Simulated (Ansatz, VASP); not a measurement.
One calculation of TiTe2, two programs

```
Ti Te
1.0
     0.00000    3.44012    3.44012
     3.44012    0.00000    3.44012
     3.44012    3.44012    0.00000
Ti Te
1 2
Cartesian
  0.0000 0.0000 0.0000
  1.7201 1.7201 1.7201
  5.1602 5.1602 5.1602
```

Alike in both runs: task single point; functional r2SCAN; k mesh 4 × 4 × 4; no spin polarisation.

|  | VASP | Ansatz |
| --- | --- | --- |
| version | VASP 6.6.1 | Ansatz 0.2.0 |
| potentials or method | VASP PAW PBE potentials, release 64 (Ti_sv, Te) | plane waves |
| plane-wave cutoff (eV) | 520 | 500 |
| occupations | methfessel-paxton of order 1, width 0.2 eV | cold, width 0.2 eV |
| valence electrons in the cell | 24 | 44 |

```csv
,VASP,Ansatz,Ansatz less VASP
pressure (GPa),0.5,0.5,-0.02
```

VASP's potentials were made for PBE, not for r2SCAN. VASP's potentials hold 24 valence electrons a cell and Ansatz's 44, so a difference there can come from the potentials and not from the codes.

The k mesh is coarse, so the values compare programs but aren't converged. Neither program's run includes spin-orbit coupling.
